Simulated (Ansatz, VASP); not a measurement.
## BN in VASP and in Ansatz

The input POSCAR:

```
BN
1.0
    0.0000000000      1.7706166632      1.7169664174
    1.7706166632      0.0000000000      1.7169664174
    1.7706166632      1.7706166632      0.0000000000
B N
1 1
Direct
    0.0000000000      0.0000000000      0.0000000000
    0.5000000000      0.5000000000      0.5000000000
```

The input INCAR.step1:

```
  ALGO = Normal
  EDIFF = 1E-5
  ENCUT = 520
  GGA = PE
  ISIF = 2
  ISMEAR = 0
  LASPH = T
  LCHARG = F
  LREAL = F
  LWAVE = T
  NBANDS = 11
  NELM = 60
  PREC = Accurate
  SIGMA = 0.01
```

INCAR.step2

```
  ALGO = Normal
  EDIFF = 1E-6
  ENCUT = 520
  GGA = PE
  HFSCREEN = 0.2079
  ISIF = 2
  ISMEAR = 0
  ISTART = 1
  LASPH = T
  LCHARG = F
  LHFCALC = T
  LREAL = F
  LWAVE = F
  NBANDS = 11
  NELM = 60
  PREC = Accurate
  PRECFOCK = Normal
  SIGMA = 0.01
```

Contents of KPOINTS:

```
k-points
0
Gamma
  8 8 8
```

Input for Ansatz:

```yaml
crystal:
  lattice:
    - [0.0, 1.7706166632, 1.7169664174]
    - [1.7706166632, 0.0, 1.7169664174]
    - [1.7706166632, 1.7706166632, 0.0]
  atoms:
    - { symbol: B, position: [0.0, 0.0, 0.0] }
    - { symbol: "N", position: [0.5, 0.5, 0.5] }
kpoints:
  mp_grid: { grid: [8, 8, 8] }
  band_path:
    path:
      - [0.0, 0.0, 0.0]
      - [0.5, 0.0, 0.5]
      - [0.625, 0.25, 0.625]
      - [0.375, 0.375, 0.75]
      - [0.5, 0.5, 0.5]
      - [0.5, 0.25, 0.75]
      - [0.15625, 0.15625, 0.3125]
      - [0.5, 0.5, 0.0]
    npoints: 1
hamiltonian:
  xc: hse06
scf:
  occupations: { method: fixed }
  n_extra_bands: 4
output:
  forces: true
  stress: true
  eigenvalues: true
  write_density: true
  write_potential: true
  elf: true
  volumetric_format: npy
```

Change from the starting cell: epitaxial_xy strain +1.4%.

Alike in both runs: task single point; functional HSE06; k mesh 8 × 8 × 8; no spin polarisation.

```csv
,VASP,Ansatz
version,VASP 6.6.1,Ansatz 0.2.0
potentials or method,"VASP PAW PBE potentials, release 64 (B, N)","plane waves, PAW"
plane-wave cutoff (eV),520,420
occupations,"gaussian, width 0.01 eV",fixed
valence electrons in the cell,8,8
```

VASP gave:

| Item | Value |
| --- | --- |
| gap on the k mesh at the Fermi level (eV) | 1.69 |
| pressure (GPa) | -12.0 |
| traceless stress, the component that is largest in VASP (GPa) | 4.02 |

Problem. Which values does Ansatz return?

Solution. gap on the k mesh at the Fermi level (eV): 1.70; pressure (GPa): -12.3; traceless stress, the component that is largest in VASP (GPa): 3.91.

Ansatz's warnings: stress exchange threshold loose, stress scf threshold loose.
